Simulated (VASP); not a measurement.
Crystal: PdI.

```xyz
2
Lattice="3.5652 0.0000 0.0000 0.0000 3.5652 0.0000 0.0000 0.0000 4.6729" Properties=species:S:1:pos:R:3 pbc="T T T"
Pd    1.7826    1.7826    2.3365
I     0.0000    0.0000    0.0000
```

* Program: VASP 6.6.1
* Task: relaxation of cell and atoms
* Functional: PBE
* Potentials or basis: VASP PAW PBE potentials, release 64 (Pd, I)
* Cutoff: 500 eV
* k mesh: 6 × 6 × 4
* Occupations: gaussian, width 0.1 eV
* Spin: no spin polarisation

At the start: pressure -7.5 GPa; volume 29.70 Å³/atom.

Problem. How do energy, volume and symmetry change on relaxing?

Solution. Over 11 steps the energy falls by 322.2 meV/atom and the volume is 22.63 Å³/atom (-23.8 %); space group P4/mmm (No. 123, to 0.05 Å).

Step by step:
```
step  energy change (eV)  largest force (eV/Å)  pressure (GPa)  volume (Å³)
   1              0.0000                0.0000           -7.53        59.40
   2             -0.4820                0.0000           -3.29        48.15
   3             -0.5287                0.0000            0.34        45.01
   4             -0.5291                0.0000            0.73        44.74
   5             -0.5611                0.0000            0.73        44.86
   6             -0.6256                0.0000            1.09        44.93
   7             -0.6336                0.0000            2.34        43.76
   8             -0.5847                0.0000           -3.54        48.78
   9             -0.6421                0.0000            0.28        45.09
  10             -0.6421                0.0000            0.35        45.04
  11             -0.6445                0.0000           -0.04        45.27
```

Final structure:
```
CELL_PARAMETERS angstrom
3.79527 0.00000 0.00000
0.00000 3.79527 0.00000
0.00000 0.00000 3.14281
ATOMIC_POSITIONS crystal
Pd 0.50000 0.50000 0.50000
I 0.00000 0.00000 0.00000
```

Caveat: the volume moved by over 15 % at a fixed basis, so the end points are rough; an odd number of electrons without spin polarisation forces a metal; a magnetic or distorted state may lie lower.
